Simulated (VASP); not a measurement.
**MgB: single point with PBE**

The system is MgB.

```
Mg B
1.0
     2.92410    0.00000    0.00000
     0.00000    2.92410    0.00000
     0.00000    0.00000    2.89515
Mg B
1 1
Direct
  0.00000 0.00000 0.00000
  0.50000 0.50000 0.50000
```

- Program: VASP 6.6.1
- Task: single point
- Functional: PBE
- Potentials or basis: VASP PAW PBE potentials, release 64 (Mg, B)
- Cutoff: 520 eV
- k mesh: 8 × 8 × 8
- Occupations: fermi-dirac, width 0.05 eV
- Spin: no spin polarisation
- Dipole correction: no
- Further INCAR settings: ALGO = Normal; EDIFF = 1e-07; NBANDS = 10

```yaml
Pressure: -1.3 GPa
```

Stress tensor (GPa, compression positive):
```
-1.38  0.00  0.00
 0.00 -1.38  0.00
 0.00  0.00 -1.08
```

Levels at points of the mesh, in eV from the Fermi level:
```
           k point  band 1  band 2  band 3  band 4  band 5  band 6  band 7  band 8
(0.00, 0.00, 0.00)  -10.68    2.36    2.36    2.59    6.88    7.02    8.66   17.78
(0.50, 0.00, 0.00)   -7.65   -5.71    3.49    3.70   10.36   10.74   11.41   12.06
(0.50, 0.50, 0.00)   -4.91   -3.30   -3.30    1.56    4.94   12.75   12.75   14.33
(0.00, 0.00, 0.50)   -7.57   -5.66    3.54    3.54   10.24   10.76   11.33   11.99
(0.50, 0.00, 0.50)   -4.81   -3.27   -3.24    1.66    4.81   12.53   12.60   14.06
(0.50, 0.50, 0.50)   -1.87   -1.33   -1.28   -1.28    3.89    3.93    3.93    9.86
```

It took 5.8 s on 1 thread of Intel Xeon 6975P-C (shared host), peak memory 0.15 GiB.
